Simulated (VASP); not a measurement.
Input of a VASP 6.6.1 run:

POSCAR

```
BaTiO3
1.0
    3.9587508719      0.0000000000      0.0000000000
    0.0000000000      2.8178598290      2.8260544582
    0.0000000000     -2.8178598290      2.8260544582
Ba Ti O
1 1 3
Direct
    0.0000000000      0.0000000000      0.0000000000
    0.5000000000      0.5124000000      0.5124000000
    0.0000000000      0.4874000000      0.4874000000
    0.5000000000      0.5052400000      0.9918400000
    0.5000000000      0.9918400000      0.5052400000
```

File INCAR.step1:

```
SYSTEM = BaTiO3
PREC = Accurate
ENCUT = 520
ISMEAR = 0
SIGMA = 0.01
LREAL = .False.
LASPH = .True.
NELM = 60
NBANDS = 28
GGA = PE
ALGO = Normal
EDIFF = 1E-4
LWAVE = .True.
LCHARG = .False.
```

The input INCAR.step2:

```
SYSTEM = BaTiO3
PREC = Accurate
ENCUT = 520
EDIFF = 1E-6
ISMEAR = 0
SIGMA = 0.01
LREAL = .False.
LASPH = .True.
NELM = 60
ALGO = Normal
ISIF = 2
LWAVE = .False.
LCHARG = .True.
METAGGA = R2SCAN
LMIXTAU = .True.
LELF = .True.
LVHAR = .True.
NBANDS = 28
ISTART = 1
```

File KPOINTS:

```
Automatic mesh
0
Gamma
  6 6 6
  0 0 0
```

Potentials or basis: VASP PAW PBE potentials, release 64 (Ba_sv, Ti_sv, O).

Command:

```bash
$ cat potpaw_PBE.64/Ba_sv/POTCAR potpaw_PBE.64/Ti_sv/POTCAR potpaw_PBE.64/O/POTCAR > POTCAR
$ cp INCAR.step1 INCAR
$ mpirun -np 1 vasp_std > vasp.out
$ cp INCAR.step2 INCAR
$ mpirun -np 1 vasp_std > vasp.out
```

Estimate the largest force.

0.260 eV/Å.

What does it give for the band gap on the k mesh?

2.29 eV (least direct gap 2.49 eV).

Estimate the pressure.

4.9 GPa.

Forces in eV/Å, atoms in the order of the input:
```
Ba   0.000  0.000  0.166
Ti   0.000  0.000  0.003
O    0.000  0.000  0.260
O    0.000 -0.091 -0.215
O    0.000  0.091 -0.215
```

Caveat: the cell stands under pressure; the PAW data sets were made with another functional, which shifts forces and pressure a little; spin-orbit coupling is left out, which moves the levels of the heavy elements. r2SCAN opens gaps a little over a GGA but as a rule still falls short of measured ones.
